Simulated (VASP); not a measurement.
Here is a VASP 6.6.1 calculation.

INCAR

```
SYSTEM = Ta
  PREC = Accurate
  ENCUT = 520
  EDIFF = 1E-6
  ISMEAR = 0
  SIGMA = 0.1
  LREAL = .False.
  LASPH = .True.
  NELM = 60
  ALGO = Normal
  ISIF = 2
  LWAVE = .False.
  LCHARG = .False.
  GGA = CA
  NBANDS = 12
```

KPOINTS

```
Automatic mesh
0
Gamma
  8 8 8
  0 0 0
```

File POSCAR:

```
Ta
1.0
   -1.6549278100      1.6549278100      1.6549278100
    1.6549278100     -1.6549278100      1.6549278100
    1.6549278100      1.6549278100     -1.6549278100
Ta
1
Direct
    0.0000000000      0.0000000000      0.0000000000
```

Potentials or basis: VASP PAW LDA potentials, release 64 (Ta_pv).

The run is started by

```sh
$ cat potpaw_LDA.64/Ta_pv/POTCAR > POTCAR
$ mpirun -np 1 vasp_std > vasp.out
```

(1) Predict the pressure.

Answers

(1) -11.2 GPa.
